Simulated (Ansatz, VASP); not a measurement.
Two plane-wave programs on CoH3

INCAR

```
SYSTEM = CoH3
PREC     = Accurate       ! precision mode
ENCUT    = 600            ! plane-wave cutoff, eV
EDIFF    = 1E-6           ! SCF threshold, eV
ISMEAR   = 0              ! smearing method
SIGMA    = 0.15           ! smearing width, eV
LREAL    = .FALSE.        ! projectors in reciprocal space
LASPH    = .TRUE.         ! aspherical terms in the spheres
NELM     = 150            ! most SCF steps
ALGO     = Normal         ! electronic algorithm
ISIF     = 3              ! what is computed and relaxed
LWAVE    = .FALSE.        ! write WAVECAR
LCHARG   = .FALSE.        ! write CHGCAR
ISPIN    = 2              ! spin polarisation
MAGMOM   = 3 3 0 0 0 0 0 0 ! initial moments
LORBIT   = 11             ! projections on sites
LMAXMIX  = 4              ! l up to which the mixer works
GGA      = PE             ! functional
IBRION   = 2              ! ionic algorithm
NSW      = 36             ! ionic steps
EDIFFG   = -0.08          ! ionic threshold
```

Contents of KPOINTS:

```
Automatic mesh
0
G
  4 4 2
  0 0 0
```

File POSCAR:

```
CoH3
1.0
    3.8038133700      0.0000000000      0.0000000000
   -1.9019066900      3.2941990100      0.0000000000
    0.0000000000      0.0000000000      5.4799010500
Co H
2 6
Direct
    0.3333333300      0.6666666700      0.0000000000
    0.6666666700      0.3333333300      0.0000000000
    0.3333333300      0.6666666700      0.3269233800
    0.3333333300      0.6666666700      0.6730766200
    0.6666666700      0.3333333300      0.6730766200
    0.6666666700      0.3333333300      0.3269233800
    0.3333333300      0.6666666700      0.5000000000
    0.6666666700      0.3333333300      0.5000000000
```

Input for Ansatz:

```yaml
crystal:
  lattice:
    - [3.80381337, 0.0, 0.0]
    - [-1.90190669, 3.29419901, 0.0]
    - [0.0, 0.0, 5.47990105]
  atoms:
    - { symbol: Co, position: [0.33333333, 0.66666667, 0.0], spin: 3.0 }
    - { symbol: Co, position: [0.66666667, 0.33333333, 0.0], spin: 3.0 }
    - { symbol: H, position: [0.33333333, 0.66666667, 0.32692338] }
    - { symbol: H, position: [0.33333333, 0.66666667, 0.67307662] }
    - { symbol: H, position: [0.66666667, 0.33333333, 0.67307662] }
    - { symbol: H, position: [0.66666667, 0.33333333, 0.32692338] }
    - { symbol: H, position: [0.33333333, 0.66666667, 0.5] }
    - { symbol: H, position: [0.66666667, 0.33333333, 0.5] }
basis:
  ecutwfc: 420
kpoints:
  mp_grid: { grid: [4, 4, 2] }
hamiltonian:
  xc: pbe
scf:
  occupations: { method: gaussian, width: 0.15 }
  lower_state_search: "off"
output:
  forces: true
  stress: true
  eigenvalues: true
  populations: true
magnetization:
  spin_polarized: true
relax:
  adjacent_minimum: "off"
  f_tol: 0.08
  max_steps: 16
  cell: { stress_tol: 0.8 }
```

Alike in both runs: task relaxation of cell and atoms; functional PBE; k mesh 4 × 4 × 2; occupations gaussian, width 0.15 eV; collinear spin.

|  | VASP | Ansatz |
| --- | --- | --- |
| version | VASP 6.6.1 | Ansatz 0.2.0 |
| potentials or method | VASP PAW PBE potentials, release 64 (Co, H), cutoff 600 eV | scalar-relativistic, plane waves, PAW |
| valence electrons in the cell | 24 | 40 |

```csv
,VASP,Ansatz,Ansatz less VASP
"gap on the k mesh at the Fermi level, each at its own relaxed structure (eV)",none,none,-
net moment per atom (μB),0.43,0.43,+0.001
size of the moment on the site where the two differ most (μB),1.60,1.44,-0.164
relaxed volume (Å³/atom),8.44,8.45,+0.013
relaxed length of the cell vector where the two differ most in proportion (Å),5.360,5.344,-0.0162
```

Site moments also hang on the region over which each program counts them. A gap of «none» marks a metal or a gap that the smearing closes. VASP's potentials hold 24 valence electrons a cell and Ansatz's 40, so a difference there can come from the potentials and not from the codes.

The k mesh is coarse, so the values compare programs but aren't converged.
